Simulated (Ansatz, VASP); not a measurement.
One calculation of Ag, two programs

Contents of INCAR:

```
ALGO = Normal
EDIFF = 1E-6
ENCUT = 500
GGA = PE
GGA_COMPAT = False
ISIF = 2
ISMEAR = -1
LASPH = True
LCHARG = False
LREAL = False
LWAVE = False
NBANDS = 18
NELM = 120
PREC = Accurate
SIGMA = 0.1
```

KPOINTS

```
k-points
0
Gamma
  3 3 1
```

The input POSCAR:

```
Ag
1.0
    2.9222991408      0.0000000000      0.0000000000
   -1.4611495704      2.5307852934      0.0000000000
    0.0000000000      0.0000000000      4.7016618100
Ag
2
Direct
    0.3333333333      0.6666666667      0.2606345377
    0.6666666667      0.3333333333      0.7500000000
```

Input for Ansatz:

```yaml
crystal:
  lattice:
    - [2.9222991408, 0.0, 0.0]
    - [-1.4611495704, 2.5307852934, 0.0]
    - [0.0, 0.0, 4.70166181]
  atoms:
    - { symbol: Ag, position: [0.3333333333, 0.6666666667, 0.2606345377] }
    - { symbol: Ag, position: [0.6666666667, 0.3333333333, 0.75] }
basis:
  ecutwfc: 420
  precision: f64
kpoints:
  mp_grid: { grid: [3, 3, 1] }
  band_path: { path: [[0, 0, 0], [0.5, 0, 0], [0.5, 0.5, 0.5]], npoints: 8 }
hamiltonian:
  xc: pbe
scf:
  occupations: { method: fermi_dirac, width: 0.1 }
  eigensolver: { real_solve: false }
  convergence: { dr2_threshold: "1e-10 eV" }
  max_iter: 65
output:
  forces: true
  stress: true
  eigenvalues: true
```

Alike in both runs: task single point; functional PBE; k mesh 3 × 3 × 1; occupations fermi-dirac, width 0.1 eV; no spin polarisation.

|  | VASP | Ansatz |
| --- | --- | --- |
| version | VASP 6.6.1 | Ansatz 0.2.0 |
| potentials or method | VASP PAW PBE potentials, release 64 (Ag), cutoff 500 eV | scalar-relativistic, plane waves, PAW |
| valence electrons in the cell | 22 | 38 |

|  | VASP | Ansatz | Ansatz less VASP |
| --- | --- | --- | --- |
| gap on the k mesh at the Fermi level (eV) | none | none | - |
| pressure (GPa) | 1.4 | 1.5 | +0.10 |
| traceless stress, the component that is largest in VASP (GPa) | -3.63 | -3.56 | +0.066 |
| rms of the force components (eV/Å) | 0.198 | 0.200 | +0.0019 |

Atom by atom the forces differ by 0.002 eV/Å (rms over components). A gap of «none» marks a metal or a gap that the smearing closes. With one functional, cell and mesh, what is left measures potentials, basis and numerics. VASP's potentials hold 22 valence electrons a cell and Ansatz's 38, so a difference there can come from the potentials and not from the codes.

The k mesh is coarse, so the values compare programs but aren't converged.
